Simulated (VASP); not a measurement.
Here is a VASP 6.6.1 calculation.

INCAR

```
  PREC = Accurate
  ENCUT = 520
  EDIFF = 1E-6
  ISMEAR = -1
  SIGMA = 0.05
  LREAL = False
  LASPH = True
  NELM = 60
  ALGO = Fast
  ISIF = 2
  LWAVE = False
  LCHARG = False
  GGA = PS
  NBANDS = 20
```

KPOINTS

```
Automatic mesh
0
Gamma
  8 8 7
```

File POSCAR:

```
Ga
1.0
    1.3920000000     -3.9024000000      0.0000000000
    1.3920000000      3.9024000000      0.0000000000
    0.0000000000      0.0000000000      3.1700000000
Ga
2
Direct
    0.1330000000      0.8670000000      0.7500000000
    0.8670000000      0.1330000000      0.2500000000
```

Potentials or basis: VASP PAW PBE potentials, release 64 (Ga_d).

The run is started by

```console
$ cat potpaw_PBE.64/Ga_d/POTCAR > POTCAR
$ mpirun -np 1 vasp_std > vasp.out
```

Problem. What does it give for the largest force?

Solution. 0.220 eV/Å.

Problem. Estimate the pressure.

Solution. 3.2 GPa.

Problem. Predict the band gap on the k mesh.

Solution. Zero (band 13 reaches 10.99 eV, above the bottom of band 14 at 2.58 eV).

Stress tensor (GPa, compression positive):
```
0.24 0.00 0.00
0.00 4.46 0.00
0.00 0.00 4.89
```

Caveat: the PAW data sets were made with another functional, which shifts forces and pressure a little.
